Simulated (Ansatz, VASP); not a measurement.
# B in VASP and in Ansatz

INCAR

```
PREC     = Accurate       # precision mode
ENCUT    = 600            # plane-wave cutoff, eV
EDIFF    = 1E-6           # SCF threshold, eV
ISMEAR   = 0              # smearing method
SIGMA    = 0.1            # smearing width, eV
LREAL    = False          # projectors in reciprocal space
LASPH    = True           # aspherical terms in the spheres
NELM     = 60             # most SCF steps
ALGO     = Normal         # electronic algorithm
ISIF     = 3              # what is computed and relaxed
LWAVE    = False          # write WAVECAR
LCHARG   = False          # write CHGCAR
GGA      = PS             # functional
IBRION   = 2              # ionic algorithm
NSW      = 100            # ionic steps
EDIFFG   = -0.015         # ionic threshold
```

KPOINTS

```
Automatic mesh
0
Gamma
  12 6 6
```

File POSCAR:

```
B
1.0
    0.0036911493     -0.0139008074      1.9460000132
    5.9519570834      0.0059355639      0.0115983839
   -2.9708381926      5.2001183878     -0.0436265948
B
8
Direct
    0.0145703471      0.1740272470      0.3131692612
    0.0167420359      0.1830716595      0.8590869276
   -0.0210602424      0.6639718066      0.3231168871
    0.0191996877      0.6670015751      0.8492068582
   -0.0236210828      0.3557761316      0.1554780817
   -0.0483276293      0.3316965054      0.6676782044
    0.0565333348      0.8161363332      0.1712481594
   -0.0140364512      0.8083187415      0.6610156203
```

Input for Ansatz:

```yaml
crystal:
  lattice:
    - [0.0036911493, -0.0139008074, 1.9460000132]
    - [5.9519570834, 0.0059355639, 0.0115983839]
    - [-2.9708381926, 5.2001183878, -0.0436265948]
  atoms:
    - { symbol: B, position: [0.0145703471, 0.174027247, 0.3131692612] }
    - { symbol: B, position: [0.0167420359, 0.1830716595, 0.8590869276] }
    - { symbol: B, position: [-0.0210602424, 0.6639718066, 0.3231168871] }
    - { symbol: B, position: [0.0191996877, 0.6670015751, 0.8492068582] }
    - { symbol: B, position: [-0.0236210828, 0.3557761316, 0.1554780817] }
    - { symbol: B, position: [-0.0483276293, 0.3316965054, 0.6676782044] }
    - { symbol: B, position: [0.0565333348, 0.8161363332, 0.1712481594] }
    - { symbol: B, position: [-0.0140364512, 0.8083187415, 0.6610156203] }
basis:
  ecutwfc: 420
kpoints:
  mp_grid: { grid: [12, 6, 6] }
hamiltonian:
  xc: pbesol
scf:
  occupations: { method: gaussian, width: 0.1 }
output:
  forces: true
  stress: true
  eigenvalues: true
relax:
  adjacent_minimum: "off"
  f_tol: 0.015
  max_steps: 120
  cell: { stress_tol: 0.15 }
```

Change from the starting cell: lonsdaleite type (P6_3/mmc, No. 194); cell x4, atoms moved at random (sigma 0.1 Å) and cell strained at random (1.5 %), then relaxed without symmetry.

Alike in both runs: task relaxation of cell and atoms; functional PBEsol; k mesh 12 × 6 × 6; occupations gaussian, width 0.1 eV; no spin polarisation.

```csv
,VASP,Ansatz
version,VASP 6.6.1,Ansatz 0.2.0
potentials or method,"VASP PAW PBE potentials, release 64 (B), cutoff 600 eV","scalar-relativistic, plane waves, PAW"
valence electrons in the cell,24,24
```

Ansatz gave:

- gap on the k mesh at the Fermi level, each at its own relaxed structure (eV): none
- relaxed volume (Å³/atom): 6.58
- relaxed cell length with the largest relative difference (Å): 5.732

Q: What did VASP give for the same quantities?

A: gap on the k mesh at the Fermi level, each at its own relaxed structure (eV): none; relaxed volume (Å³/atom): 6.58; relaxed cell length with the largest relative difference (Å): 5.845.

VASP's potentials were made for PBE, not for PBEsol. A gap of «none» marks a metal or a gap that the smearing closes.
